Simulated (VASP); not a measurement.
Crystal: SiC (Moissanite).

```
Si C
1.0
     3.07600    0.00000    0.00000
    -1.53800    2.66389    0.00000
     0.00000    0.00000    5.04800
Si C
2 2
Direct
  0.66667 0.33333 0.50000
  0.33333 0.66667 0.00000
  0.66667 0.33333 0.88500
  0.33333 0.66667 0.38500
```

* Program: VASP 6.6.1
* Task: relaxation of cell and atoms
* Functional: PBEsol
* Dispersion: D3(BJ)
* Potentials or basis: VASP PAW PBE potentials, release 64 (Si, C)
* Cutoff: 600 eV
* k mesh: 10 × 10 × 5
* Occupations: fermi-dirac, width 0.05 eV
* Spin: no spin polarisation

At the start: pressure -3.3 GPa; volume 10.34 Å³/atom.

How do energy, volume and symmetry change on relaxing?

Over 8 steps the energy falls by 10.9 meV/atom and the volume is 10.17 Å³/atom (-1.6 %); space group P6_3mc (No. 186, to 0.05 Å).

The path:
```
step  energy change (eV)  largest force (eV/Å)  pressure (GPa)  volume (Å³)
   1              0.0000                0.7504           -3.31        41.36
   2             -0.0014                0.7489            3.79        40.09
   3             -0.0406                0.0771            0.00        40.69
   4             -0.0407                0.0611            0.08        40.68
   5             -0.0436                0.0066            0.35        40.64
   6             -0.0436                0.0026            0.31        40.64
   7             -0.0436                0.0021           -0.26        40.74
   8             -0.0437                0.0001            0.01        40.70
```

Final structure:
```yaml
crystal:
  lattice:
    - [3.05955, 0.00000, 0.00000]
    - [-1.52977, 2.64964, 0.00000]
    - [0.00000, 0.00000, 5.02008]
  atoms:
    - { symbol: Si, position: [0.66667, 0.33333, 0.50460] }
    - { symbol: Si, position: [0.33333, 0.66667, 0.00460] }
    - { symbol: C, position: [0.66667, 0.33333, 0.88040] }
    - { symbol: C, position: [0.33333, 0.66667, 0.38040] }
```

Caveat: the PAW data sets were made with another functional, which shifts forces and pressure a little.
